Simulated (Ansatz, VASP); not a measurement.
# Two plane-wave programs on Cl

```
Cl
1.0
     0.00000    2.87178    2.87178
     2.87178    0.00000    2.87178
     2.87178    2.87178    0.00000
Cl
2
Direct
  0.87500 0.87500 0.87500
  0.12500 0.12500 0.12500
```

Change from the starting cell: volume scaled by 0.8, PAW files.

Alike in both runs: task single point; functional LDA; k mesh 11 × 11 × 11; occupations fermi-dirac, width 0.08 eV; no spin polarisation.

```csv
,VASP,Ansatz
version,VASP 6.6.1,Ansatz 0.2.0
potentials or method,"VASP PAW LDA potentials, release 64 (Cl)","PAW with Ansatz's default frozen-core files, scalar-relativistic"
plane-wave cutoff (eV),520,420
valence electrons in the cell,14,14
```

```csv
,VASP,Ansatz,Ansatz less VASP
pressure (GPa),9.7,9.7,0.00
```

LDA's correlation is that of Perdew and Zunger in VASP and of Perdew and Wang (1992) in Ansatz.
